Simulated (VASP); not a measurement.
Here is a VASP 6.6.1 calculation.

INCAR

```
SYSTEM = MgS
  PREC = Accurate
  ENCUT = 600
  EDIFF = 1E-7
  ISMEAR = 0
  SIGMA = 0.01
  LREAL = .FALSE.
  LASPH = .TRUE.
  NELM = 60
  ALGO = Normal
  ISIF = 3
  LWAVE = .FALSE.
  LCHARG = .FALSE.
  GGA = CA
  IBRION = 2
  NSW = 80
  EDIFFG = -0.02
  PSTRESS = 600.0
```

KPOINTS

```
regular mesh
0
G
  7 7 7
  0 0 0
```

POSCAR

```
MgS
1.0
    0.0000000000      2.8331200500      2.8331200500
    2.8331200500      0.0000000000      2.8331200500
    2.8331200500      2.8331200500      0.0000000000
Mg S
1 1
Direct
    0.0000000000      0.0000000000      0.0000000000
    0.7500000000      0.7500000000      0.7500000000
```

Potentials or basis: VASP PAW LDA potentials, release 64 (Mg, S).

Run with:

```sh
$ cat potpaw_LDA.64/Mg/POTCAR potpaw_LDA.64/S/POTCAR > POTCAR
$ mpirun -np 1 vasp_std > vasp.out
```

**Question.** What does it give for the relaxed cell?

**Answer.** a = 3.443 Å, b = 3.443 Å, c = 3.443 Å, α = 60.00°, β = 60.00°, γ = 60.00°.

**Question.** Predict the band gap on the k mesh.

**Answer.** 3.12 eV, indirect (least direct gap 4.73 eV).

**Question.** Estimate the relaxed volume.

**Answer.** 14.43 Å³/atom.

The path:
| step | energy change (eV) | largest force (eV/Å) | pressure (GPa) | volume (Å³) |
| --- | --- | --- | --- | --- |
| 1 | 0.0000 | 0.0000 | -2.50 | 45.48 |
| 2 | 65.8530 | 0.0000 | 2171.56 | 8.51 |
| 3 | 0.3814 | 0.0000 | 19.06 | 35.61 |
| 4 | 0.8495 | 0.0000 | 32.54 | 32.66 |
| 5 | 2.0604 | 0.0000 | 63.29 | 28.48 |
| 6 | 1.9151 | 0.0000 | 59.72 | 28.86 |
| 7 | 1.9152 | 0.0000 | 59.72 | 28.86 |
| 8 | 1.9155 | 0.0000 | 59.72 | 28.86 |
| 9 | 1.9155 | 0.0000 | 59.73 | 28.86 |
| 10 | 1.9155 | 0.0000 | 59.73 | 28.86 |
| 11 | 1.9155 | 0.0000 | 59.73 | 28.86 |
| 12 | 1.9155 | 0.0000 | 59.73 | 28.86 |
| 13 | 1.9155 | 0.0000 | 59.73 | 28.86 |
| 14 | 1.9155 | 0.0000 | 59.73 | 28.86 |
| 15 | 1.9156 | 0.0000 | 59.73 | 28.86 |
| 16 | 1.9157 | 0.0000 | 59.73 | 28.86 |
| 17 | 1.9158 | 0.0000 | 59.73 | 28.86 |
| 18 | 1.9162 | 0.0000 | 59.74 | 28.86 |
| 19 | 1.9170 | 0.0000 | 59.76 | 28.86 |
| 20 | 1.9185 | 0.0000 | 59.80 | 28.85 |

Caveat: the cell is relaxed towards a set pressure, so the enthalpy falls and the energy may rise; the volume moved by over 15 % at a fixed basis, so the end points are rough. A k mesh can miss the band edges.
